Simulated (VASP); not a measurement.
# Pd (Fm-3m) in VASP: a series of runs, part 2 of 2

VASP 6.6.1. The steps go on from the part before.

## 4. Single point, PBEsol (volume scaled by 0.96)

Input file INCAR:

```
SYSTEM = Pd
  PREC = Accurate
  ENCUT = 520
  EDIFF = 1E-6
  ISMEAR = -1
  SIGMA = 0.05
  LREAL = .False.
  LASPH = .True.
  NELM = 100
  ALGO = Normal
  ISIF = 2
  LWAVE = .False.
  LCHARG = .False.
  GGA = PS
  NBANDS = 11
```

Input file KPOINTS:

```
regular mesh
0
Gamma
  18 18 18
  0 0 0
```

Input file POSCAR:

```
Pd
1.0
    0.0000000000      1.9186143454      1.9186143454
    1.9186143454      0.0000000000      1.9186143454
    1.9186143454      1.9186143454      0.0000000000
Pd
1
Direct
    0.0000000000      0.0000000000      0.0000000000
```

Potentials or basis: VASP PAW PBE potentials, release 64 (Pd).

Run with:

```
> cat potpaw_PBE.64/Pd/POTCAR > POTCAR
> mpirun -np 1 vasp_std > vasp.out
```

OUTCAR:

```text
SYSTEM = Pd
   PREC = Accurate
   ENCUT = 520
   EDIFF = 1E-6
   ISMEAR = -1
   LREAL = .False.
   LASPH = .True.
   NELM = 100
   ISIF = 2
   GGA = PS

 ion  position               nearest neighbor table
   1  0.000  0.000  0.000-

  LATTYP: Found a face centered cubic cell.
 ALAT       =     3.8372286908

  Lattice vectors:

 A1 = (   0.0000000000,   1.9186143454,   1.9186143454)
 A2 = (   1.9186143454,   0.0000000000,   1.9186143454)
 A3 = (   1.9186143454,   1.9186143454,   0.0000000000)

Analysis of symmetry for initial positions (statically):
=====================================================================
 Subroutine PRICEL returns:
 Original cell was already a primitive cell.

 Routine SETGRP: Setting up the symmetry group for a
 face centered cubic supercell.

 Subroutine GETGRP returns: Found 48 space group operations
 (whereof 48 operations were pure point group operations)
 out of a pool of 48 trial point group operations.

The static configuration has the point symmetry O_h .

Analysis of symmetry for dynamics (positions and initial velocities):
=====================================================================
 Subroutine PRICEL returns:
 Original cell was already a primitive cell.

 Routine SETGRP: Setting up the symmetry group for a
 face centered cubic supercell.

 Subroutine GETGRP returns: Found 48 space group operations
 (whereof 48 operations were pure point group operations)
 out of a pool of 48 trial point group operations.

The dynamic configuration has the point symmetry O_h .

 Subroutine INISYM returns: Found 48 space group operations
 (whereof 48 operations are pure point group operations),
 and found     1 'primitive' translations

----------------------------------------------------------------------------------------

                                     Primitive cell

  volume of cell :      14.1251

  direct lattice vectors                    reciprocal lattice vectors
     0.000000000  1.918614345  1.918614345    -0.260604744  0.260604744  0.260604744
     1.918614345  0.000000000  1.918614345     0.260604744 -0.260604744  0.260604744
     1.918614345  1.918614345  0.000000000     0.260604744  0.260604744 -0.260604744

  length of vectors
     2.713330428  2.713330428  2.713330428     0.451380657  0.451380657  0.451380657

  position of ions in fractional coordinates (direct lattice)
     0.000000000  0.000000000  0.000000000

  ion indices of the primitive-cell ions
   primitive index   ion index
                 1           1

----------------------------------------------------------------------------------------

 KPOINTS: regular mesh

Automatic generation of k-mesh.
 Grid dimensions read from file:
 generate k-points for:   18   18   18

 Generating k-lattice:

  Cartesian coordinates                     Fractional coordinates (reciprocal lattice)
    -0.014478041  0.014478041  0.014478041     0.055555556  0.000000000  0.000000000
     0.014478041 -0.014478041  0.014478041     0.000000000  0.055555556  0.000000000
     0.014478041  0.014478041 -0.014478041     0.000000000  0.000000000  0.055555556

  Length of vectors
     0.025076703  0.025076703  0.025076703

  Shift w.r.t. Gamma in fractional coordinates (k-lattice)
     0.000000000  0.000000000  0.000000000

 Subroutine IBZKPT returns following result:
 ===========================================

 Found    195 irreducible k-points:

 Following reciprocal coordinates:
            Coordinates               Weight
  0.000000  0.000000  0.000000      1.000000
  0.055556  0.000000  0.000000      8.000000
  0.111111  0.000000  0.000000      8.000000
  0.166667  0.000000  0.000000      8.000000
  0.222222  0.000000  0.000000      8.000000
  0.277778  0.000000  0.000000      8.000000
[... 16 lines left out ...]
 -0.277778  0.055556  0.000000     24.000000
 -0.222222  0.055556  0.000000     24.000000
 [... further k-points ...]
   k-points           NKPTS =    195   k-points in BZ     NKDIM =    195   number of bands    NBANDS=     11
   number of dos      NEDOS =    301   number of ions     NIONS =      1
   total plane-waves  NPLWV =   8000
   dimension x,y,z NGX =    20 NGY =   20 NGZ =   20
   dimension x,y,z NGXF=    40 NGYF=   40 NGZF=   40
   ions per type =               1
   NGX,Y,Z   is equivalent  to a cutoff of  12.25, 12.25, 12.25 a.u.
   NGXF,Y,Z  is equivalent  to a cutoff of  24.51, 24.51, 24.51 a.u.
 SYSTEM =  Pd
   PREC   = accura    normal or accurate (medium, high low for compatibility)
   ISTART =      0    job   : 0-new  1-cont  2-samecut
   ICHARG =      2    charge: 1-file 2-atom 10-const
   ISPIN  =      1    spin polarized calculation?
   LNONCOLLINEAR =      F non collinear calculations
   LSORBIT =      F    spin-orbit coupling
   LASPH  =      T    aspherical Exc in radial PAW
   ENCUT  =  520.0 eV  38.22 Ry    6.18 a.u.   5.04  5.04  5.04*2*pi/ulx,y,z
   NELM   =    100;   NELMIN=  2; NELMDL= -5     # of ELM steps
   EDIFF  = 0.1E-05   stopping-criterion for ELM
   LREAL  =      F    real-space projection
   EDIFFG = 0.1E-04   stopping-criterion for IOM
   NSW    =      0    number of steps for IOM
   IBRION =     -1    ionic relax: 0-MD 1-quasi-New 2-CG
   NFREE  =      0    steps in history (QN), initial steepest desc. (CG)
   ISIF   =      2    stress and relaxation
   ISYM   =      2    0-nonsym 1-usesym 2-fastsym
   POTIM  = 0.5000    time-step for ionic-motion
   TEBEG  =    0.0;   TEEND  =   0.0 temperature during run
   PSTRESS=    0.0 pullay stress
   NELECT =      10.0000    total number of electrons
   NUPDOWN=      -1.0000    fix difference up-down
   EMIN   =  10.00;   EMAX   =-10.00  energy-range for DOS
   EFERMI =   0.00;   METHOD = LEGACY
   ISMEAR =    -1;   SIGMA  =   0.05  broadening in eV -4-tet -1-fermi 0-gaus
   EFERMI_NEDOS =   21; number of points for ismear=-14 and -15
   IALGO  =     38    algorithm
   IMIX   =      4    mixing-type and parameters
     AMIX     =   0.40;   BMIX     =  1.00
     AMIX_MAG =   1.60;   BMIX_MAG =  1.00
  volume/ion in A,a.u.               =      14.13        95.32
  Fermi-wavevector in a.u.,A,eV,Ry     =   1.459073  2.757249 28.965378  2.128895
  Thomas-Fermi vector in A             =   2.575683
   LORBIT       =      0    0 simple, 1 ext, 2 COOP (PROOUT), +10 PAW based schemes
   GGA     = PS    functional components
   LHFCALC =     F    Hartree Fock is set to
   AEXX    =    0.0000 exact exchange contribution
   IVDW    =     0    specifies the selected vdW correction
   LEPSILON=     F    determine dielectric tensor
   LRPA    =     F    only Hartree local field effects (RPA)
 non-spin polarized calculation
  energy-cutoff  :      520.00
  volume of cell :       14.13
 maximum number of plane-waves:       392
   NGX =  9   NGY =  9   NGZ =  9

 number of electron      10.0000005 magnetization

 Free energy of the ion-electron system (eV)
  ---------------------------------------------------
  ext. energy  EPLUGINS =         0.00000000
  ---------------------------------------------------
  free energy    TOTEN  =        -5.96525952 eV

  energy without entropy =       -5.94817699  energy(sigma->0) =       -5.95671826

 E-fermi :  10.3812     XC(G=0): -13.6510

 val. band max:       10.3803504409   @ k =   0.5000   0.1111   0.0000
 cond. band min:      10.3839367603   @ k =   0.4444   0.1667   0.0000
 fundamental gap:      0.0035863195
 Fermi energy:        10.3811906331

 k-point     1 :       0.0000    0.0000    0.0000
  band No.  band energies     occupation
      1       2.7877      2.00000
      2       7.3131      2.00000
      3       7.3131      2.00000
      4       7.3131      2.00000
      5       9.0651      2.00000
      6       9.0651      2.00000
      7      27.5084      0.00000
      8      32.5284      0.00000
      9      32.5284      0.00000
     10      32.5284      0.00000
     11      36.3141      0.00000

 k-point     2 :       0.0556    0.0000    0.0000
  band No.  band energies     occupation
      1       2.9047      2.00000
      2       7.2688      2.00000
      3       7.3551      2.00000
      4       7.3551      2.00000
      5       9.0438      2.00000
      6       9.0438      2.00000
      7      27.6449      0.00000
      8      31.7654      0.00000
      9      32.6722      0.00000
     10      32.6722      0.00000
     11      36.3458      0.00000
[... 295 lines left out ...]
 k-point    24 :      -0.2222    0.0556    0.0000
  band No.  band energies     occupation
      1       4.5579      2.00000
      2       7.0591      2.00000
      3       7.6605      2.00000
      4       7.6994      2.00000
      5       8.9259      2.00000
      6       9.4939      2.00000
      7      25.5943      0.00000
      8      28.7037      0.00000
      9      33.0243      0.00000
     10      35.2833      0.00000
     11      35.7693      0.00000

 [... further k-points ...]
[... 5 lines left out ...]
  --------------------------------------------------------------------------------------
  -------------------------------------------------------------------------------------
  Total        0.5457384      0.5457384      0.5457384      0.0000000      0.0000000     -0.0000000
  in kB       61.9016265     61.9016265     61.9016265      0.0000000      0.0000000     -0.0000000
  external PRESSURE =      61.9016265 kB  Pullay stress =       0.0000000 kB

 VOLUME and BASIS-vectors are now :
 -----------------------------------------------------------------------------
  energy-cutoff  :      520.00
  volume of cell :       14.13
      direct lattice vectors                 reciprocal lattice vectors
     0.000000000  1.918614345  1.918614345    -0.260604744  0.260604744  0.260604744
     1.918614345  0.000000000  1.918614345     0.260604744 -0.260604744  0.260604744
     1.918614345  1.918614345  0.000000000     0.260604744  0.260604744 -0.260604744

 POSITION                                       TOTAL-FORCE (eV/Angst)
 -----------------------------------------------------------------------------------
      0.00000      0.00000      0.00000         0.000000     -0.000000      0.000000
 -----------------------------------------------------------------------------------
    total drift:                                0.000000      0.000000      0.000000

  FREE ENERGIE OF THE ION-ELECTRON SYSTEM (eV)
  ---------------------------------------------------
  free  energy   TOTEN  =        -5.9652595184 eV

  energy  without entropy=       -5.9481769927  energy(sigma->0) =       -5.95671826
```

OSZICAR:

```text
N       E                     dE             d eps       ncg     rms          rms(c)
DAV:   1     0.415168436804E+02    0.41517E+02   -0.52025E+03  4306   0.858E+02
DAV:   2    -0.579898242451E+01   -0.47316E+02   -0.45714E+02  4816   0.182E+02
DAV:   3    -0.635509706281E+01   -0.55611E+00   -0.55303E+00  5226   0.211E+01
DAV:   4    -0.635736223974E+01   -0.22652E-02   -0.22649E-02  5234   0.141E+00
DAV:   5    -0.635738422398E+01   -0.21984E-04   -0.21984E-04  5558   0.128E-01    0.941E+00
DAV:   6    -0.598463315499E+01    0.37275E+00   -0.14408E+00  5322   0.988E+00    0.426E+00
DAV:   7    -0.597050910019E+01    0.14124E-01   -0.52882E-02  5761   0.148E+00    0.212E+00
DAV:   8    -0.596533608807E+01    0.51730E-02   -0.28102E-03  5350   0.535E-01    0.141E-01
DAV:   9    -0.596525420588E+01    0.81882E-04   -0.36249E-04  5556   0.163E-01    0.157E-02
DAV:  10    -0.596526020646E+01   -0.60006E-05   -0.42896E-06  5397   0.173E-02    0.130E-02
DAV:  11    -0.596525951836E+01    0.68809E-06   -0.61994E-08  3714   0.259E-03
   1 F= -.59652595E+01 E0= -.59567183E+01  d E =-.170825E-01
```

stdout:

```text
POSCAR found type information on POSCAR Pd
 POSCAR found :  1 types and       1 ions
 scaLAPACK will be used
 -----------------------------------------------------------------------------
|                                                                             |
|                                                                             |
|     You enforced a specific xc type in the INCAR file but a different       |
|     I HOPE YOU KNOW WHAT YOU ARE DOING!                                     |
|                                                                             |
 -----------------------------------------------------------------------------

 LDA part: xc-table for (Slater+PW92), standard interpolation
 POSCAR, INCAR and KPOINTS ok, starting setup
 FFT: planning ... GRIDC
 FFT: planning ... GRID_SOFT
 FFT: planning ... GRID
 WAVECAR not read
 entering main loop
```

It took 15 s on 1 thread of Intel Xeon 6975P-C, shared host; peak memory 0.15 GiB.

What came out:

```
Free energy            : -5.9653 eV
Pressure               : 6.2 GPa
Band gap on the k mesh : zero (band 5 reaches 10.70 eV, above the bottom of band 6 at 8.99 eV)
```

Levels at points of the mesh, in eV from the Fermi level:
```csv
k point,band 1,band 2,band 3,band 4,band 5,band 6,band 7,band 8,band 9,band 10
"(0.00, 0.00, 0.00)",-7.59,-3.07,-3.07,-3.07,-1.32,-1.32,17.13,22.15,22.15,22.15
"(0.50, 0.00, 0.00)",-5.70,-3.12,-3.12,-0.02,-0.02,0.81,7.61,16.50,21.42,21.42
"(0.50, 0.50, 0.00)",-5.82,-5.51,-0.05,0.32,0.32,3.24,11.17,13.34,13.34,22.11
```

Caveat: the PAW data sets were made with another functional, which shifts forces and pressure a little.

## 5. The runs side by side

| cell | gap on the mesh (eV) | pressure (GPa) |
| --- | --- | --- |
| a = 2.760 Å, angles 60.0°, 1 atom | none | -4.4 |
| a = 2.787 Å, angles 60.0°, 1 atom | none | -9.2 |
| a = 2.713 Å, angles 60.0°, 1 atom | none | 6.2 |

Alike in all rows: task single point; level PBEsol; potentials or basis VASP PAW PBE potentials, release 64 (Pd); no spin polarisation; k mesh 18 × 18 × 18; cutoff (eV) 520; smearing fermi-dirac 0.05 eV.

Caveats: the PAW data sets were made with another functional, which shifts forces and pressure a little.

Total energies depend on the potentials used, so only differences within one code and one set of settings carry meaning.
